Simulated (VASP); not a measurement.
# Cd3Pd (Pm-3m) in VASP: relaxation of volume and atoms at fixed shape with LDA

Aim: the relaxation of volume and atoms at fixed shape of Cd3Pd with LDA.

Everything below comes from runs of VASP 6.6.1. Logs are shortened: lines on timing, memory, paths and dates and some standing lists are left out, and cuts for length are marked.

## 1. The cell of the first run

The structure is cubic, space group Pm-3m (No. 221). Conventional cell: a = 4.208 Å, b = 4.208 Å, c = 4.208 Å, α = 90.00°, β = 90.00°, γ = 90.00°. Within 3.9 Å of Cd (site symmetry 4/mmm) lie 8 Cd at 2.98 Å and 4 Pd at 2.98 Å. Pd (site symmetry m-3m) has 12 Cd at 2.98 Å within 3.9 Å.

## 2. Relaxation of volume and atoms at fixed shape, LDA

Input file INCAR:

```
SYSTEM = Cd3Pd
PREC = Accurate
ENCUT = 630
EDIFF = 1E-7
ISMEAR = 0
SIGMA = 0.1
LREAL = .False.
LASPH = .True.
NELM = 120
ALGO = Normal
ISIF = 8
LWAVE = .False.
LCHARG = .False.
IBRION = 2
NSW = 80
EDIFFG = -0.02
GGA_COMPAT = .False.
NELMIN = 4
```

Input file KPOINTS:

```
Automatic mesh
0
Gamma
  5 5 5
  0 0 0
```

Input file POSCAR:

```
Cd3Pd
1.0
    4.2084790000      0.0000000000      0.0000000000
    0.0000000000      4.2084790000      0.0000000000
    0.0000000000      0.0000000000      4.2084790000
Cd Pd
3 1
Direct
    0.0000000000      0.5000000000      0.5000000000
    0.5000000000      0.0000000000      0.5000000000
    0.5000000000      0.5000000000      0.0000000000
    0.0000000000      0.0000000000      0.0000000000
```

Potentials or basis: VASP PAW LDA potentials, release 64 (Cd_sv_GW, Pd_sv_GW).

Launch:

```console
cat potpaw_LDA.64/Cd_sv_GW/POTCAR potpaw_LDA.64/Pd_sv_GW/POTCAR > POTCAR
mpirun -np 1 vasp_std > vasp.out
```

OUTCAR:

```text
SYSTEM = Cd3Pd
   PREC = Accurate
   ENCUT = 630
   EDIFF = 1E-7
   ISMEAR = 0
   LREAL = .False.
   LASPH = .True.
   NELM = 120
   ISIF = 8
   IBRION = 2
   NSW = 80
   EDIFFG = -0.02
   NELMIN = 4

 ion  position               nearest neighbor table
   1  0.000  0.500  0.500-
   2  0.500  0.000  0.500-
   3  0.500  0.500  0.000-
   4  0.000  0.000  0.000-

  LATTYP: Found a simple cubic cell.
 ALAT       =     4.2084790000

  Lattice vectors:

 A1 = (   4.2084790000,   0.0000000000,   0.0000000000)
 A2 = (   0.0000000000,   4.2084790000,   0.0000000000)
 A3 = (   0.0000000000,   0.0000000000,   4.2084790000)

Analysis of symmetry for initial positions (statically):
=====================================================================
 Subroutine PRICEL returns:
 Original cell was already a primitive cell.

 Routine SETGRP: Setting up the symmetry group for a
 simple cubic supercell.

 Subroutine GETGRP returns: Found 48 space group operations
 (whereof 48 operations were pure point group operations)
 out of a pool of 48 trial point group operations.

The static configuration has the point symmetry O_h .

Analysis of symmetry for dynamics (positions and initial velocities):
=====================================================================
 Subroutine PRICEL returns:
 Original cell was already a primitive cell.

 Routine SETGRP: Setting up the symmetry group for a
 simple cubic supercell.

 Subroutine GETGRP returns: Found 48 space group operations
 (whereof 48 operations were pure point group operations)
 out of a pool of 48 trial point group operations.

The dynamic configuration has the point symmetry O_h .

 Subroutine INISYM returns: Found 48 space group operations
 (whereof 48 operations are pure point group operations),
 and found     1 'primitive' translations

----------------------------------------------------------------------------------------

                                     Primitive cell

  volume of cell :      74.5376

  direct lattice vectors                    reciprocal lattice vectors
     4.208479000  0.000000000  0.000000000     0.237615538  0.000000000  0.000000000
     0.000000000  4.208479000  0.000000000     0.000000000  0.237615538  0.000000000
     0.000000000  0.000000000  4.208479000     0.000000000  0.000000000  0.237615538

  length of vectors
     4.208479000  4.208479000  4.208479000     0.237615538  0.237615538  0.237615538

[... 58 lines left out ...]
   NGXF,Y,Z  is equivalent  to a cutoff of  28.44, 28.44, 28.44 a.u.
 SYSTEM =  Cd3Pd
   PREC   = accura    normal or accurate (medium, high low for compatibility)
   ISTART =      0    job   : 0-new  1-cont  2-samecut
   ICHARG =      2    charge: 1-file 2-atom 10-const
   ISPIN  =      1    spin polarized calculation?
   LNONCOLLINEAR =      F non collinear calculations
   LSORBIT =      F    spin-orbit coupling
   LASPH  =      T    aspherical Exc in radial PAW
   ENCUT  =  630.0 eV  46.30 Ry    6.80 a.u.   8.61  8.61  8.61*2*pi/ulx,y,z
   NELM   =    120;   NELMIN=  4; NELMDL= -5     # of ELM steps
   EDIFF  = 0.1E-06   stopping-criterion for ELM
   LREAL  =      F    real-space projection
   EDIFFG = -.2E-01   stopping-criterion for IOM
   NSW    =     80    number of steps for IOM
   IBRION =      2    ionic relax: 0-MD 1-quasi-New 2-CG
   NFREE  =      1    steps in history (QN), initial steepest desc. (CG)
   ISIF   =      8    stress and relaxation
   ISYM   =      2    0-nonsym 1-usesym 2-fastsym
   POTIM  = 0.5000    time-step for ionic-motion
   TEBEG  =    0.0;   TEEND  =   0.0 temperature during run
   PSTRESS=    0.0 pullay stress
   NELECT =      78.0000    total number of electrons
   NUPDOWN=      -1.0000    fix difference up-down
   EMIN   =  10.00;   EMAX   =-10.00  energy-range for DOS
   EFERMI =   0.00;   METHOD = LEGACY
   ISMEAR =     0;   SIGMA  =   0.10  broadening in eV -4-tet -1-fermi 0-gaus
   EFERMI_NEDOS =   21; number of points for ismear=-14 and -15
   IALGO  =     38    algorithm
   IMIX   =      4    mixing-type and parameters
     AMIX     =   0.40;   BMIX     =  1.00
     AMIX_MAG =   1.60;   BMIX_MAG =  1.00
  volume/ion in A,a.u.               =      18.63       125.75
  Fermi-wavevector in a.u.,A,eV,Ry     =   1.662064  3.140846 37.585527  2.762458
  Thomas-Fermi vector in A             =   2.749020
   LORBIT       =      0    0 simple, 1 ext, 2 COOP (PROOUT), +10 PAW based schemes
   GGA     = CA    functional components
   LHFCALC =     F    Hartree Fock is set to
   AEXX    =    0.0000 exact exchange contribution
   IVDW    =     0    specifies the selected vdW correction
   LEPSILON=     F    determine dielectric tensor
   LRPA    =     F    only Hartree local field effects (RPA)
 conjugate gradient relaxation of ions
 non-spin polarized calculation
 Gauss-broadening in eV      SIGMA  =   0.10
  energy-cutoff  :      630.00
  volume of cell :       74.54
 maximum number of plane-waves:      2721
 NGX is ok and might be reduce to    36
   NGX = 17   NGY = 17   NGZ = 17

--------------------------------------- Ionic step        1  -------------------------------------------

 number of electron      78.0000007 magnetization

 Free energy of the ion-electron system (eV)
  ---------------------------------------------------
  ext. energy  EPLUGINS =         0.00000000
  ---------------------------------------------------
  free energy    TOTEN  =       -10.50790937 eV

  energy without entropy =      -10.49857937  energy(sigma->0) =      -10.50324437

------------------------ aborting loop because EDIFF is reached ----------------------------------------

  FORCE on cell =-STRESS in cart. coord.  units (eV):
  Direction    XX          YY          ZZ          XY          YZ          ZX
  --------------------------------------------------------------------------------------
  -------------------------------------------------------------------------------------
  Total       -3.2951003     -3.2951003     -3.2951003      0.0000000      0.0000000     -0.0000000
  in kB      -70.8277965    -70.8277965    -70.8277965      0.0000000      0.0000000     -0.0000000
  external PRESSURE =     -70.8277965 kB  Pullay stress =       0.0000000 kB
[... 63 lines left out ...]
--------------------------------------- Ionic step        3  -------------------------------------------

 number of electron      78.0000025 magnetization

 Free energy of the ion-electron system (eV)
  ---------------------------------------------------
  ext. energy  EPLUGINS =         0.00000000
  ---------------------------------------------------
  free energy    TOTEN  =       -10.62613058 eV

  energy without entropy =      -10.61676097  energy(sigma->0) =      -10.62144577

 E-fermi :   8.1680     XC(G=0): -12.9214

 val. band max:        7.7322304847   @ k =   0.4000   0.4000   0.2000
 cond. band min:       8.2069013270   @ k =   0.4000   0.2000   0.0000
 fundamental gap:      0.4746708423
 Fermi energy:         8.1679857231

 k-point     1 :       0.0000    0.0000    0.0000
  band No.  band energies     occupation
      1     -94.4735      2.00000
      2     -94.4641      2.00000
      3     -94.4641      2.00000
      4     -75.9092      2.00000
      5     -55.8983      2.00000
      6     -55.8983      2.00000
[... 510 lines left out ...]
  FREE ENERGIE OF THE ION-ELECTRON SYSTEM (eV)
  ---------------------------------------------------
  free  energy   TOTEN  =       -10.6261305785 eV

  energy  without entropy=      -10.6167609689  energy(sigma->0) =      -10.62144577

 reached required accuracy - stopping structural energy minimisation
```

It took 64 s on 1 thread of Intel Xeon 6975P-C (Granite Rapids), shared host; peak memory 0.22 GiB.

What came out:

```
Free energy                           : -10.6261 eV
Relaxed volume                        : 17.39 Å³/atom
Relaxed cell                          : a = 4.113 Å, b = 4.113 Å, c = 4.113 Å, α = 90.00°, β = 90.00°, γ = 90.00°
Space group after relaxing (to 0.1 Å) : Pm-3m (No. 221)
Energy gained by relaxing             : 29.6 meV/atom
Ionic steps                           : 3
Pressure after relaxing               : -0.1 GPa
Band gap on the k mesh                : zero (bands 39 and 40 overlap by 3.92 eV)
```

The path:
| step | energy change (eV) | largest force (eV/Å) | pressure (GPa) | volume (Å³) |
| --- | --- | --- | --- | --- |
| 1 | 0.0000 | 0.0000 | -7.08 | 74.54 |
| 2 | -0.0427 | 0.0000 | 7.21 | 66.00 |
| 3 | -0.1182 | 0.0000 | -0.05 | 69.57 |

Final structure:
```
Cd Pd
1.0
     4.11285    0.00000    0.00000
     0.00000    4.11285    0.00000
     0.00000    0.00000    4.11285
Cd Pd
3 1
Direct
  0.00000 0.50000 0.50000
  0.50000 0.00000 0.50000
  0.50000 0.50000 0.00000
  0.00000 0.00000 0.00000
```

Levels at points of the mesh, in eV from the Fermi level:
```csv
k point,band 37,band 38,band 39,band 40,band 41,band 42
"(0.00, 0.00, 0.00)",-2.44,-0.55,-0.55,-0.55,3.84,3.84
```

The gap in the log of VASP goes by the Fermi energy; the results here count the filled bands.